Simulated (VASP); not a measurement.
A run of VASP 6.6.1:

The input INCAR:

```
SYSTEM = CsSbSI2
PREC = Accurate ; ENCUT = 520
EDIFF = 1E-6 ; ISMEAR = 0
SIGMA = 0.1 ; LREAL = .False.
LASPH = .True. ; NELM = 100
ALGO = Normal ; ISIF = 2
LWAVE = .False. ; LCHARG = .False.
GGA = PE ; NBANDS = 25
```

File KPOINTS:

```
Automatic mesh
0
Gamma
  1 1 1
  0 0 0
```

File POSCAR:

```
CsSbSI2
1.0
    6.3217010000      0.0000000000      0.0000000000
    0.0000000000      6.3217010000      0.0000000000
    0.0000000000      0.0000000000      5.0850440000
Cs Sb S I
1 1 1 2
Direct
    0.0000000000      0.0000000000      0.0000000000
    0.5000000000      0.5000000000      0.5000000000
    0.5000000000      0.5000000000      0.0000000000
    0.0000000000      0.5000000000      0.5000000000
    0.5000000000      0.0000000000      0.5000000000
```

Potentials or basis: VASP PAW PBE potentials, release 64 (Cs_sv, Sb, S, I).

The run is started by

```sh
$ cat potpaw_PBE.64/Cs_sv/POTCAR potpaw_PBE.64/Sb/POTCAR potpaw_PBE.64/S/POTCAR potpaw_PBE.64/I/POTCAR > POTCAR
$ mpirun -np 1 vasp_gam > vasp.out
```

Hardware: 1 thread of Intel Xeon 6975P-C, on a shared host.

How long does it take, and how much memory?

It took 29 s on 1 thread of Intel Xeon 6975P-C, on a shared host, peak memory 0.27 GiB. Counts: scf iterations 15, k points 1.
